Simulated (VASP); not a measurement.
Here is a VASP 6.6.1 calculation.

File INCAR:

```
PREC = Accurate
ENCUT = 520
EDIFF = 1E-6
ISMEAR = 0
SIGMA = 0.15
LREAL = False
LASPH = True
NELM = 100
ALGO = Fast
ISIF = 2
LWAVE = False
LCHARG = False
GGA = PE
NBANDS = 19
```

The input KPOINTS:

```
Automatic mesh
0
Gamma
  14 14 14
```

File POSCAR:

```
Ti
1.0
    0.0000000000     -3.2552372153      0.0000000000
   -3.2552372153      0.0000000000      0.0000000000
    0.0000000000      0.0000000000     -3.2552372153
Ti
2
Direct
    0.5592890740      0.5592890740      0.5000000000
   -0.0592890740     -0.0592890740      0.0000000000
```

Potentials or basis: VASP PAW PBE potentials, release 64 (Ti_sv).

The run is started by

```bash
$ cat potpaw_PBE.64/Ti_sv/POTCAR > POTCAR
$ mpirun -np 1 vasp_std > vasp.out
```

Task: Estimate the pressure.

Result: 4.2 GPa.

Task: Estimate the largest force.

Result: 2.792 eV/Å.

Task: What does it give for the band gap on the k mesh?

Result: Zero (band 12 reaches 8.57 eV, above the bottom of band 13 at 7.61 eV).

Stress tensor (GPa, compression positive):
```
 0.78  3.80  0.00
 3.80  0.78  0.00
 0.00  0.00 11.17
```

Caveat: the cell differs from its parent crystal (mode 4 frozen in at -0.193 Å and mode 5 at -0.193 Å (largest displacements)); forces of over 1 eV/Å act on the atoms, so gaps and moduli don't describe the material at rest.
